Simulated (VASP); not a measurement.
A run of VASP 6.6.1 is set up as follows.

File INCAR:

```
SYSTEM = Rh
PREC = Accurate
ENCUT = 520
EDIFF = 1E-8
ISMEAR = -1
SIGMA = 0.03
LREAL = .FALSE.
LASPH = .TRUE.
NELM = 100
ALGO = Normal
ISIF = 2
LWAVE = .FALSE.
LCHARG = .FALSE.
GGA = PE
LEFG = .TRUE.
NBANDS = 14
```

File KPOINTS:

```
regular mesh
0
G
  16 16 16
  0 0 0
```

The input POSCAR:

```
Rh
1.0
    0.0000000000      1.9388447625      1.9388447625
    1.9388447625      0.0000000000      1.9388447625
    1.9388447625      1.9388447625      0.0000000000
Rh
1
Direct
    0.0000000000      0.0000000000      0.0000000000
```

Potentials or basis: VASP PAW PBE potentials, release 64 (Rh_pv).

Command:

```sh
$ cat potpaw_PBE.64/Rh_pv/POTCAR > POTCAR
$ mpirun -np 1 vasp_std > vasp.out
```

(1) Estimate the pressure.

## Answers

(1) -8.6 GPa.

Caveat: without QUAD_EFG the Cq values of the log hold for a quadrupole moment of 1 mb, not for the nuclei.
